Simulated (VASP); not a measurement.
# AlN (Cm) in VASP: further runs

AlN is run at these levels: r2SCAN; tasks: single point.

All numbers are computed with VASP 6.6.1; they aren't measurements. Logs are shortened: lines on timing, memory, paths and dates and some standing lists are left out, and cuts for length are marked.

**1. The cell of the first run**

Symmetry: Cm, No. 8, monoclinic system. The conventional cell has a = 5.352 Å, b = 3.090 Å, c = 15.372 Å, α = 90.00°, β = 100.02°, γ = 90.00°. Within 2.5 Å of Al (site symmetry m) lie 4 N at 1.89 Å. Within 2.5 Å of Al (site symmetry m) lie 4 N at 1.89 Å. Al (site symmetry m) has 4 N at 1.89 Å within 2.5 Å. Al (site symmetry m) has 4 N at 1.89 Å within 2.5 Å. Within 2.5 Å of Al (site symmetry m) lie 4 N at 1.89 Å. Within 2.5 Å of Al (site symmetry m) lie 5 N at 1.89 to 2.44 Å. N (site symmetry m) has 4 Al at 1.89 Å within 2.5 Å. Within 2.5 Å of N (site symmetry m) lie 4 Al at 1.89 Å.

**2. Single point, r2SCAN**

The input, POSCAR:

```
AlN
1.0
    2.1849006262     -2.1849006262      0.0000000000
    2.1849006262      0.0000000000     -2.1849006262
   10.9245031309      7.6471521916      7.6471521916
Al N
6 6
Direct
    0.8021000000     -0.1979000000      0.3958000000
    0.2187666667      0.2187666667      0.2291333333
    0.3854333333      0.3854333333      0.5624666667
    0.5521000000      0.5521000000      0.8958000000
   -0.0312333333     -0.0312333333      0.7291333333
    0.6354333333      0.6354333333      0.0624666667
    0.4479333333      0.4479333333      0.4374666667
    0.8646000000      0.8646000000      0.2708000000
    0.0312666667      0.0312666667      0.6041333333
    0.1979333333      0.1979333333      0.9374666667
   -0.3854000000     -0.3854000000      0.7708000000
    0.2812666667      0.2812666667      0.1041333333
```

The input, INCAR.step1:

```
SYSTEM = AlN
ALGO     = Normal         ! electronic algorithm
EDIFF    = 1E-4           ! SCF threshold, eV
ENCUT    = 520            ! plane-wave cutoff, eV
GGA      = PE             ! functional
ISMEAR   = 0              ! smearing method
LASPH    = .TRUE.         ! aspherical terms in the spheres
LCHARG   = .FALSE.        ! write CHGCAR
LREAL    = .FALSE.        ! projectors in reciprocal space
LWAVE    = .TRUE.         ! write WAVECAR
NBANDS   = 36             ! bands
NELM     = 60             ! most SCF steps
PREC     = Accurate       ! precision mode
SIGMA    = 0.05           ! smearing width, eV
```

The input, INCAR.step2:

```
SYSTEM = AlN
ALGO     = Normal         ! electronic algorithm
EDIFF    = 1E-6           ! SCF threshold, eV
ENCUT    = 520            ! plane-wave cutoff, eV
ISIF     = 2              ! what is computed and relaxed
ISMEAR   = 0              ! smearing method
ISTART   = 1            
LASPH    = .TRUE.         ! aspherical terms in the spheres
LCHARG   = .TRUE.         ! write CHGCAR
LELF     = .TRUE.         ! ELF
LMIXTAU  = .TRUE.       
LREAL    = .FALSE.        ! projectors in reciprocal space
LVHAR    = .TRUE.       
LWAVE    = .FALSE.        ! write WAVECAR
METAGGA  = R2SCAN         ! meta-GGA
NBANDS   = 36             ! bands
NELM     = 60             ! most SCF steps
PREC     = Accurate       ! precision mode
SIGMA    = 0.05           ! smearing width, eV
```

The input, KPOINTS:

```
k-points
0
G
  8 8 2
  0 0 0
```

Potentials or basis: VASP PAW PBE potentials, release 64 (Al, N).

Started as:

```bash
$ cat potpaw_PBE.64/Al/POTCAR potpaw_PBE.64/N/POTCAR > POTCAR
$ cp INCAR.step1 INCAR
$ mpirun -np 1 vasp_std > vasp.out
$ cp INCAR.step2 INCAR
$ mpirun -np 1 vasp_std > vasp.out
```

OUTCAR:

```text
SYSTEM = AlN
   EDIFF = 1E-6
   ENCUT = 520
   ISIF = 2
   ISMEAR = 0
   ISTART = 1
   LASPH = .TRUE.
   LREAL = .FALSE.
   METAGGA = R2SCAN
   NELM = 60
   PREC = Accurate

 ion  position               nearest neighbor table
   1  0.802  0.802  0.396-   8 1.89   7 1.89   7 1.89   7 1.89   3 3.09   3 3.09   2 3.09   2 3.09
                             3 3.09   2 3.09
   2  0.219  0.219  0.229-  12 1.89   8 1.89   8 1.89   8 1.89   6 3.09   6 3.09   6 3.09   1 3.09
                             1 3.09   1 3.09
   3  0.385  0.385  0.562-   9 1.89   9 1.89   9 1.89   7 1.89   5 3.09   5 3.09   5 3.09   1 3.09
                             1 3.09   1 3.09
   4  0.552  0.552  0.896-  11 1.89  10 1.89  10 1.89  10 1.89   6 2.68   5 3.09   5 3.09   5 3.09

   5  0.969  0.969  0.729-   9 1.89  11 1.89  11 1.89  11 1.89   3 3.09   3 3.09   3 3.09   4 3.09
                             4 3.09   4 3.09
   6  0.635  0.635  0.062-  12 1.89  12 1.89  12 1.89  10 2.44  10 2.44   4 2.68   2 3.09   2 3.09
                             2 3.09
   7  0.448  0.448  0.437-   3 1.89   1 1.89   1 1.89   1 1.89
   8  0.865  0.865  0.271-   1 1.89   2 1.89   2 1.89   2 1.89
   9  0.031  0.031  0.604-   3 1.89   3 1.89   3 1.89   5 1.89
  10  0.198  0.198  0.937-   4 1.89   4 1.89   4 1.89   6 2.44   6 2.44
  11  0.615  0.615  0.771-   4 1.89   5 1.89   5 1.89   5 1.89
  12  0.281  0.281  0.104-   6 1.89   6 1.89   6 1.89   2 1.89

  LATTYP: Found a face centered orthorhombic cell.
 ALAT       =     3.0899160980
 B/A-ratio  =     1.7320508076
 C/A-ratio  =     9.7979589710

  Lattice vectors:

 A1 = (  10.9245031309,   7.6471521916,   7.6471521916)
 A2 = (   8.7396025047,   7.6471521916,   9.8320528178)
 A3 = (   2.1849006262,  -2.1849006262,   0.0000000000)

Analysis of symmetry for initial positions (statically):
=====================================================================
 Subroutine PRICEL returns:
 Original cell was already a primitive cell.

 Routine SETGRP: Setting up the symmetry group for a
 face centered orthorhombic supercell.

 Subroutine GETGRP returns: Found  2 space group operations
 (whereof  2 operations were pure point group operations)
 out of a pool of  8 trial point group operations.

The static configuration has the point symmetry C_1h.

Analysis of symmetry for dynamics (positions and initial velocities):
=====================================================================
 Subroutine PRICEL returns:
 Original cell was already a primitive cell.

 Routine SETGRP: Setting up the symmetry group for a
 face centered orthorhombic supercell.

 Subroutine GETGRP returns: Found  2 space group operations
 (whereof  2 operations were pure point group operations)
 out of a pool of  8 trial point group operations.

The dynamic configuration has the point symmetry C_1h.

 Subroutine INISYM returns: Found  2 space group operations
 (whereof  2 operations are pure point group operations),
 and found     1 'primitive' translations

----------------------------------------------------------------------------------------

                                     Primitive cell

  volume of cell :     125.1631

  direct lattice vectors                    reciprocal lattice vectors
     2.184900626 -2.184900626  0.000000000     0.133491960 -0.324194760  0.133491960
     2.184900626  0.000000000 -2.184900626     0.133491960  0.133491960 -0.324194760
    10.924503131  7.647152192  7.647152192     0.038140560  0.038140560  0.038140560

  length of vectors
     3.089916098  3.089916098 15.372138496     0.375156566  0.375156566  0.066061388

  position of ions in fractional coordinates (direct lattice)
     0.802100000  0.802100000  0.395800000
     0.218766667  0.218766667  0.229133333
     0.385433333  0.385433333  0.562466667
     0.552100000  0.552100000  0.895800000
     0.968766667  0.968766667  0.729133333
     0.635433333  0.635433333  0.062466667
     0.447933333  0.447933333  0.437466667
     0.864600000  0.864600000  0.270800000
     0.031266667  0.031266667  0.604133333
     0.197933333  0.197933333  0.937466667
     0.614600000  0.614600000  0.770800000
     0.281266667  0.281266667  0.104133333

  ion indices of the primitive-cell ions
   primitive index   ion index
                 1           1
[... 37 lines left out ...]
|           W    W  A    A  R    R  N N  N  II  N N  N  G       !!!           |
|           W WW W  AAAAAA  RRRRR   N  N N  II  N  N N  G  GGG   !            |
|           WW  WW  A    A  R   R   N   NN  II  N   NN  G    G                |
|           W    W  A    A  R    R  N    N  II  N    N   GGGG   !!!           |
|                                                                             |
|     Your reciprocal lattice and k-lattice belong to different lattice       |
|     classes:                                                                |
|                                                                             |
|        The reciprocal lattice is body-centered orthorhombic,                |
|        whereas your k-lattice is base-centered monoclinic.                  |
|                                                                             |
|     Results are often still useful ...                                      |
|                                                                             |
 -----------------------------------------------------------------------------

 WARNING: IBZKPT: internal override: KBLOWUP is changed to .FALSE.
      ... skipping the blow-up phase ...

 Subroutine IBZKPT returns following result:
 ===========================================

 Found     42 irreducible k-points:

 Following reciprocal coordinates:
            Coordinates               Weight
  0.000000  0.000000  0.000000      1.000000
  0.125000  0.000000  0.000000      4.000000
  0.250000  0.000000  0.000000      4.000000
  0.375000  0.000000  0.000000      4.000000
  0.500000  0.000000  0.000000      2.000000
  0.125000  0.125000  0.000000      2.000000
[... 16 lines left out ...]
  0.125000  0.000000  0.500000      4.000000
  0.250000  0.000000  0.500000      4.000000
 [... further k-points ...]
   k-points           NKPTS =     42   k-points in BZ     NKDIM =     42   number of bands    NBANDS=     36
   number of dos      NEDOS =    301   number of ions     NIONS =     12
   total plane-waves  NPLWV =  69120
   dimension x,y,z NGX =    24 NGY =   24 NGZ =  120
   dimension x,y,z NGXF=    48 NGYF=   48 NGZF=  240
   ions per type =               6   6
   NGX,Y,Z   is equivalent  to a cutoff of  12.91, 12.91, 12.98 a.u.
   NGXF,Y,Z  is equivalent  to a cutoff of  25.83, 25.83, 25.96 a.u.
 SYSTEM =  AlN
   PREC   = accura    normal or accurate (medium, high low for compatibility)
   ISTART =      1    job   : 0-new  1-cont  2-samecut
   ICHARG =      0    charge: 1-file 2-atom 10-const
   ISPIN  =      1    spin polarized calculation?
   LNONCOLLINEAR =      F non collinear calculations
   LSORBIT =      F    spin-orbit coupling
   LASPH  =      T    aspherical Exc in radial PAW
   ENCUT  =  520.0 eV  38.22 Ry    6.18 a.u.   5.75  5.75 28.58*2*pi/ulx,y,z
   NELM   =     60;   NELMIN=  2; NELMDL=  0     # of ELM steps
   EDIFF  = 0.1E-05   stopping-criterion for ELM
   LREAL  =      F    real-space projection
   EDIFFG = 0.1E-04   stopping-criterion for IOM
   NSW    =      0    number of steps for IOM
   IBRION =     -1    ionic relax: 0-MD 1-quasi-New 2-CG
   NFREE  =      0    steps in history (QN), initial steepest desc. (CG)
   ISIF   =      2    stress and relaxation
   ISYM   =      2    0-nonsym 1-usesym 2-fastsym
   POTIM  = 0.5000    time-step for ionic-motion
   TEBEG  =    0.0;   TEEND  =   0.0 temperature during run
   PSTRESS=    0.0 pullay stress
   NELECT =      48.0000    total number of electrons
   NUPDOWN=      -1.0000    fix difference up-down
   EMIN   =  10.00;   EMAX   =-10.00  energy-range for DOS
   EFERMI =   0.00;   METHOD = LEGACY
   ISMEAR =     0;   SIGMA  =   0.05  broadening in eV -4-tet -1-fermi 0-gaus
   EFERMI_NEDOS =   21; number of points for ismear=-14 and -15
   IALGO  =     38    algorithm
   IMIX   =      4    mixing-type and parameters
     AMIX     =   0.40;   BMIX     =  1.00
     AMIX_MAG =   1.60;   BMIX_MAG =  1.00
  volume/ion in A,a.u.               =      10.43        70.39
  Fermi-wavevector in a.u.,A,eV,Ry     =   1.189405  2.247650 19.247952  1.414685
  Thomas-Fermi vector in A             =   2.325513
   LORBIT       =      0    0 simple, 1 ext, 2 COOP (PROOUT), +10 PAW based schemes
   METAGGA = R2SCAN    functional components
   LHFCALC =     F    Hartree Fock is set to
   AEXX    =    0.0000 exact exchange contribution
   IVDW    =     0    specifies the selected vdW correction
   LEPSILON=     F    determine dielectric tensor
   LRPA    =     F    only Hartree local field effects (RPA)
 non-spin polarized calculation
 Gauss-broadening in eV      SIGMA  =   0.05
  energy-cutoff  :      520.00
  volume of cell :      125.16
 maximum number of plane-waves:      3398
   NGX = 11   NGY = 11   NGZ = 57

 number of electron      48.0000009 magnetization

 Free energy of the ion-electron system (eV)
  ---------------------------------------------------
  ext. energy  EPLUGINS =         0.00000000
  ---------------------------------------------------
  free energy    TOTEN  =      -113.63712565 eV

  energy without entropy =     -113.63712565  energy(sigma->0) =     -113.63712565

 E-fermi :   6.3595     XC(G=0): -11.4406

 val. band max:        6.0905332264   @ k =   0.0000   0.0000   0.0000
 cond. band min:       9.6915207094   @ k =   0.5000   0.5000   0.5000
 fundamental gap:      3.6009874830
 Fermi energy:         6.3595329858

 k-point     1 :       0.0000    0.0000    0.0000
  band No.  band energies     occupation
      1     -10.0282      2.00000
      2      -9.6335      2.00000
      3      -9.5633      2.00000
      4      -8.6548      2.00000
      5      -8.5727      2.00000
      6      -7.9447      2.00000
[... 925 lines left out ...]
     35      17.0108      0.00000
     36      17.5294      0.00000

 [... further k-points ...]

------------------------ aborting loop because EDIFF is reached ----------------------------------------

  FORCE on cell =-STRESS in cart. coord.  units (eV):
  Direction    XX          YY          ZZ          XY          YZ          ZX
  --------------------------------------------------------------------------------------
  -------------------------------------------------------------------------------------
  Total        3.4380225     -3.6574484     -3.6574484      1.4180299      2.0097104      1.4180303
  in kB       44.0091503    -46.8179591    -46.8179591     18.1517988     25.7257327     18.1518036
  external PRESSURE =     -16.5422560 kB  Pullay stress =       0.0000000 kB

 VOLUME and BASIS-vectors are now :
 -----------------------------------------------------------------------------
  energy-cutoff  :      520.00
  volume of cell :      125.16
      direct lattice vectors                 reciprocal lattice vectors
     2.184900626 -2.184900626  0.000000000     0.133491960 -0.324194760  0.133491960
     2.184900626  0.000000000 -2.184900626     0.133491960  0.133491960 -0.324194760
    10.924503131  7.647152192  7.647152192     0.038140560  0.038140560  0.038140560

 POSITION                                       TOTAL-FORCE (eV/Angst)
 -----------------------------------------------------------------------------------
      7.82894      1.27423      1.27423         0.034988      0.033711      0.033711
      3.45913      1.27423      1.27423         0.171843      0.056890      0.056890
      7.82894      3.45913      3.45913         0.034670      0.034361      0.034361
     12.19874      5.64404      5.64404        -0.832414     -0.301620     -0.301620
     12.19874      3.45913      3.45913         0.044226      0.035214      0.035214
      3.45913     -0.91067     -0.91067         0.096750     -0.244905     -0.244905
      6.73649      2.36668      2.36668        -0.030997     -0.033010     -0.033010
      6.73649      0.18178      0.18178        -0.027677     -0.029626     -0.029626
      6.73649      4.55158      4.55158        -0.034174     -0.032588     -0.032588
     11.10629      6.73649      6.73649        -0.344277      0.528722      0.528722
     11.10629      4.55158      4.55158        -0.036648     -0.058357     -0.058357
      2.36668      0.18178      0.18178         0.923712      0.011206      0.011206
 -----------------------------------------------------------------------------------
    total drift:                                0.034089      0.034089      0.034089

  FREE ENERGIE OF THE ION-ELECTRON SYSTEM (eV)
  ---------------------------------------------------
  free  energy   TOTEN  =      -113.6371256503 eV

  energy  without entropy=     -113.6371256503  energy(sigma->0) =     -113.63712565
```

Wall time 5.2 min (1 thread of Intel Xeon 6975P-C (Granite Rapids), shared host); peak memory 0.35 GiB.

Results:

```yaml
Free_energy: -113.6371 eV
Pressure: -1.7 GPa
Largest_force: 0.935 eV/Å
Band_gap_on_the_k_mesh: 3.60 eV, indirect (least direct gap 4.04 eV)
```

Forces on the atoms (eV/Å):
```
Al   0.035  0.034  0.034
Al   0.172  0.057  0.057
Al   0.035  0.034  0.034
Al  -0.832 -0.302 -0.302
Al   0.044  0.035  0.035
Al   0.097 -0.245 -0.245
N   -0.031 -0.033 -0.033
N   -0.028 -0.030 -0.030
N   -0.034 -0.033 -0.033
N   -0.344  0.529  0.529
N   -0.037 -0.058 -0.058
N    0.924  0.011  0.011
```

Stress tensor (GPa, compression positive):
```
 4.40  1.82  1.82
 1.82 -4.68  2.57
 1.82  2.57 -4.68
```

Levels at points of the mesh, in eV from the valence-band top:
| k point | band 20 | band 21 | band 22 | band 23 | band 24 | band 25 | band 26 | band 27 | band 28 | band 29 |
| --- | --- | --- | --- | --- | --- | --- | --- | --- | --- | --- |
| (0.00, 0.00, 0.00) | -0.45 | -0.43 | -0.34 | -0.31 | 0.00 | 4.15 | 5.54 | 5.98 | 7.23 | 7.41 |
| (0.50, 0.00, 0.00) | -1.50 | -1.31 | -1.14 | -0.89 | -0.32 | 3.75 | 4.54 | 5.08 | 6.53 | 7.01 |
| (0.50, 0.50, 0.00) | -1.30 | -1.23 | -1.16 | -0.85 | -0.58 | 3.96 | 4.04 | 5.27 | 6.43 | 6.76 |
| (0.00, 0.00, 0.50) | -0.50 | -0.48 | -0.36 | -0.33 | -0.22 | 4.40 | 5.03 | 6.51 | 6.82 | 7.62 |
| (0.50, 0.00, 0.50) | -1.45 | -1.18 | -1.06 | -0.88 | -0.35 | 3.86 | 4.21 | 5.49 | 6.12 | 7.47 |
| (0.50, 0.50, 0.50) | -1.59 | -1.57 | -1.03 | -0.91 | -0.44 | 3.60 | 4.65 | 5.14 | 5.87 | 7.70 |

Caveat: the PAW data sets were made with another functional, which shifts forces and pressure a little. r2SCAN opens gaps a little over a GGA but as a rule still falls short of measured ones.

(Part 1 of 2 ends here.)
